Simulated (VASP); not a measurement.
Write the native input for VASP 6.6.1 that does the following.

| Item | Value |
| --- | --- |
| Task | single point |
| Functional | PBE |
| Potentials or basis | VASP PAW PBE potentials, release 64 (Ta_pv, Ga_d, Ge_d, Se) |
| Cutoff | 520 eV |
| k mesh | 4 × 4 × 4 |
| Occupations | gaussian, width 0.1 eV |
| Spin | collinear spin, ferromagnetic start |
| Starting moments | [1.0, 0.0, 0.0, 0.0] μB |
| Dipole correction | no |
| Further INCAR settings | ALGO = Normal; EDIFF = 1e-06; NBANDS = 34 |

The structure of TaGaGeSe lies in POSCAR:

```
TaGaGeSe
1.0
    3.8765661934      0.0000000000      0.0000000000
    0.0000000000      3.8765661934      0.0000000000
    0.0000000000      0.0000000000      5.2860250161
Ta Ga Ge Se
1 1 1 1
Direct
    0.0000000000      0.0000000000      0.5000000000
    0.5000000000      0.5000000000      0.5000000000
    0.5000000000      0.5000000000      0.0000000000
    0.0000000000      0.0000000000      0.0000000000
```

These files were run (other wordings do the same):

INCAR

```
SYSTEM = TaGaGeSe
PREC     = Accurate       ! precision mode
ENCUT    = 520            ! plane-wave cutoff, eV
EDIFF    = 1E-6           ! SCF threshold, eV
ISMEAR   = 0              ! smearing method
SIGMA    = 0.1            ! smearing width, eV
LREAL    = .FALSE.        ! projectors in reciprocal space
LASPH    = .TRUE.         ! aspherical terms in the spheres
NELM     = 150            ! most SCF steps
ALGO     = Normal         ! electronic algorithm
ISIF     = 2              ! what is computed and relaxed
LWAVE    = .FALSE.        ! write WAVECAR
LCHARG   = .TRUE.         ! write CHGCAR
ISPIN    = 2              ! spin polarisation
MAGMOM   = 1 0 0 0        ! initial moments
LORBIT   = 11             ! projections on sites
LMAXMIX  = 4              ! l up to which the mixer works
GGA      = PE             ! functional
LELF     = .TRUE.         ! ELF
LVHAR    = .TRUE.       
NBANDS   = 34             ! bands
```

KPOINTS

```
Automatic mesh
0
G
  4 4 4
  0 0 0
```

Potentials or basis: VASP PAW PBE potentials, release 64 (Ta_pv, Ga_d, Ge_d, Se).

The run is started by

```sh
$ cat potpaw_PBE.64/Ta_pv/POTCAR potpaw_PBE.64/Ga_d/POTCAR potpaw_PBE.64/Ge_d/POTCAR potpaw_PBE.64/Se/POTCAR > POTCAR
$ mpirun -np 1 vasp_std > vasp.out
```

It gave:

The pressure is 0.2 GPa, the net moment is 0.12 μB per cell and the site moments are Ta +0.09; Ga -0.00; Ge -0.00; Se -0.00 μB. The valence electrons inside the program's atomic spheres are Ta 8.62; Ga 11.78; Ge 12.17; Se 3.89.

Caveat: the k points lie up to 0.41 Å⁻¹ apart.

Wall time 42 s on 1 thread of Intel(R) Xeon(R) 6975P-C (Granite Rapids), on a shared host, peak memory 0.26 GiB.
